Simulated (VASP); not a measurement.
Ge, 2 atoms in the cell. It takes space group I4_1/amd (No. 141, tetragonal). Conventional cell: a = 5.126 Å, b = 5.126 Å, c = 2.874 Å, α = 90.00°, β = 90.00°, γ = 90.00°. Ge (site symmetry -4m2) has 10 Ge at 2.66 to 3.35 Å within 3.5 Å.  This cell differs from its parent crystal: Si replaced by Ge, lengths x 1.049, strained.

| Property | Result |
| --- | --- |
| Program | VASP 6.6.1 |
| Task | single point |
| Functional | PBE |
| Potentials or basis | VASP PAW PBE potentials, release 64 (Ge_d) |
| Cutoff | 520 eV |
| k mesh | 16 × 16 × 16 |
| Occupations | gaussian, width 0.1 eV |
| Spin | no spin polarisation |
| Dipole correction | no |
| Further INCAR settings | ALGO = Normal; EDIFF = 1e-06; NBANDS = 21 |

Potentials or basis: VASP PAW PBE potentials, release 64 (Ge_d).

Command:

```console
$ cat potpaw_PBE.64/Ge_d/POTCAR > POTCAR
$ mpirun -np 1 vasp_std > vasp.out
```

Hardware: 1 thread of Intel(R) Xeon(R) 6975P-C (Granite Rapids), on a shared host.

Q: Estimate the wall time of this run.

A: Wall time 90 s on 1 thread of Intel(R) Xeon(R) 6975P-C (Granite Rapids), with other jobs on the host, peak memory 0.33 GiB. Counts: scf iterations 10, k points 349.
